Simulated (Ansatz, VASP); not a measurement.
**One calculation of Al2RuN3, two programs**

Contents of INCAR:

```
SYSTEM = Al2RuN3
PREC = Accurate
ENCUT = 520
EDIFF = 1E-7
ISMEAR = 0
SIGMA = 0.1
LREAL = .False.
LASPH = .True.
NELM = 150
ALGO = Normal
ISIF = 2
LWAVE = .False.
LCHARG = .False.
ISPIN = 2
MAGMOM = 0 0 1 0 0 0
LORBIT = 11
LMAXMIX = 4
GGA = PE
NBANDS = 30
```

The input KPOINTS:

```
regular mesh
0
Gamma
  6 6 6
  0 0 0
```

File POSCAR:

```
Al2RuN3
1.0
    2.3854781300      1.3772564400      3.7717469100
   -2.3854781300      1.3772564400      3.7717469100
    0.0000000000     -2.7545128900      3.7717469100
Al Ru N
2 1 3
Direct
    0.6254743900      0.6254743900      0.6254743900
    0.3745256100      0.3745256100      0.3745256100
    0.0000000000      0.0000000000      0.0000000000
    0.0000000000      0.5000000000      0.0000000000
    0.5000000000      0.0000000000      0.0000000000
    0.0000000000      0.0000000000      0.5000000000
```

Input for Ansatz:

```yaml
crystal:
  lattice:
    - [2.38547813, 1.37725644, 3.77174691]
    - [-2.38547813, 1.37725644, 3.77174691]
    - [0.0, -2.75451289, 3.77174691]
  atoms:
    - { symbol: Al, position: [0.62547439, 0.62547439, 0.62547439] }
    - { symbol: Al, position: [0.37452561, 0.37452561, 0.37452561] }
    - { symbol: Ru, position: [0.0, 0.0, 0.0], spin: 1.0 }
    - { symbol: "N", position: [0.0, 0.5, 0.0] }
    - { symbol: "N", position: [0.5, 0.0, 0.0] }
    - { symbol: "N", position: [0.0, 0.0, 0.5] }
basis:
  ecutwfc: 420
kpoints:
  mp_grid: { grid: [6, 6, 6] }
hamiltonian:
  xc: pbe
scf:
  occupations: { method: gaussian, width: 0.1 }
  lower_state_search: "off"
output:
  forces: true
  stress: true
  eigenvalues: true
  populations: true
magnetization:
  spin_polarized: true
```

Change from the starting cell: species swapped into the Ta2MnV3 type (R-3m, No. 166).

Alike in both runs: task single point; functional PBE; k mesh 6 × 6 × 6; occupations gaussian, width 0.1 eV; collinear spin.

|  | VASP | Ansatz |
| --- | --- | --- |
| version | VASP 6.6.1 | Ansatz 0.2.0 |
| potentials or method | VASP PAW PBE potentials, release 64 (Al, Ru_pv, N), cutoff 520 eV | scalar-relativistic, plane waves, PAW |
| valence electrons in the cell | 35 | 37 |

|  | VASP | Ansatz | Ansatz less VASP |
| --- | --- | --- | --- |
| gap on the k mesh at the Fermi level (eV) | none | none | - |
| pressure (GPa) | -20.2 | -20.2 | +0.06 |
| traceless stress, the component that is largest in VASP (GPa) | -7.94 | -7.99 | -0.048 |
| rms of the force components (eV/Å) | 0.052 | 0.053 | +0.0002 |
| net moment per atom (μB) | 0.00 | 0.00 | 0.000 |

Atom by atom the forces differ by 0.000 eV/Å (rms over components). A gap of «none» marks a metal or a gap that the smearing closes. With one functional, cell and mesh, what is left measures potentials, basis and numerics. VASP's potentials hold 35 valence electrons a cell and Ansatz's 37, so a difference there can come from the potentials and not from the codes. Ansatz's warnings: seeded moment not kept.
